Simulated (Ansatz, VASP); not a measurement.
## TiC: VASP beside Ansatz

```xyz
2
Lattice="0.0000 2.1664 2.1664 2.1664 0.0000 2.1664 2.1664 2.1664 0.0000" Properties=species:S:1:pos:R:3 pbc="T T T"
Ti    0.0000    0.0000    0.0000
C     2.1664    2.1664    2.1664
```

Alike in both runs: functional PBE; k mesh 16 × 16 × 16; occupations gaussian, width 0.1 eV; no spin polarisation.

Ansatz relaxed the structure, and its values are those at the end. VASP's run is a single point on that final structure, the one shown.

|  | VASP | Ansatz |
| --- | --- | --- |
| version | VASP 6.6.1 | Ansatz 0.2.0 |
| potentials or method | VASP PAW PBE potentials, release 64 (Ti_sv, C), cutoff 520 eV | scalar-relativistic, plane waves, PAW |
| valence electrons in the cell | 16 | 16 |

```csv
,VASP,Ansatz,Ansatz less VASP
gap on the k mesh at the Fermi level (eV),none,none,-
pressure (GPa),0.2,0.0,-0.19
```

A gap of «none» marks a metal or a gap that the smearing closes. With one functional, cell and mesh, what is left measures potentials, basis and numerics.
